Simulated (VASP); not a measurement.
Here is a VASP 6.6.1 calculation.

INCAR

```
SYSTEM = Ge2Sb2Te5
PREC = Accurate
ENCUT = 520
EDIFF = 1E-6
ISMEAR = -1
SIGMA = 0.05
LREAL = .False.
LASPH = .True.
NELM = 80
ALGO = Normal
ISIF = 2
LWAVE = .False.
LCHARG = .False.
GGA = CA
NBANDS = 44
```

Contents of KPOINTS:

```
regular mesh
0
Gamma
  5 5 4
  0 0 0
```

File POSCAR:

```
Ge2Sb2Te5
1.0
    6.6507862597     -2.9832780726     -0.0287121134
    6.6507862597      2.9832780726     -0.0287121134
   -6.6715996434      0.0000000000      6.6475617703
Te Sb Ge
5 2 2
Direct
    0.5969907934      0.5969907934      0.3927677216
    0.7944049092      0.7944049092      0.1833699193
    0.0006002456      0.0006002456     -0.0010197657
    0.2130851210      0.2130851210      0.8164631440
    0.4116555938      0.4116555938      0.6024072669
    0.8940545895      0.8940545895      0.5775610696
    0.1130164550      0.1130164550      0.4248985834
    0.2788870516      0.2788870516      0.1917027237
    0.4973052408      0.4973052408      0.0118493371
```

Potentials or basis: VASP PAW LDA potentials, release 64 (Te, Sb, Ge_d).

Run with:

```sh
$ cat potpaw_LDA.64/Te/POTCAR potpaw_LDA.64/Sb/POTCAR potpaw_LDA.64/Ge_d/POTCAR > POTCAR
$ mpirun -np 1 vasp_std > vasp.out
```

Problem. Estimate the pressure.

Solution. 0.1 GPa.

Problem. Estimate the largest force.

Solution. 0.031 eV/Å.

Problem. Estimate the band gap on the k mesh.

Solution. 0.13 eV (least direct gap 0.22 eV).

Forces in eV/Å, atoms in the order of the input:
```
Te  -0.027  0.000  0.004
Te   0.006  0.000 -0.031
Te  -0.014  0.000 -0.008
Te  -0.015  0.000  0.024
Te   0.011  0.000  0.018
Sb  -0.007  0.000  0.027
Sb   0.010  0.000 -0.022
Ge   0.024  0.000 -0.002
Ge   0.011  0.000 -0.011
```

Caveat: semilocal functionals underestimate gaps, and a narrow one can read as zero; spin-orbit coupling is left out, which moves the levels of the heavy elements. A k mesh can miss the band edges.
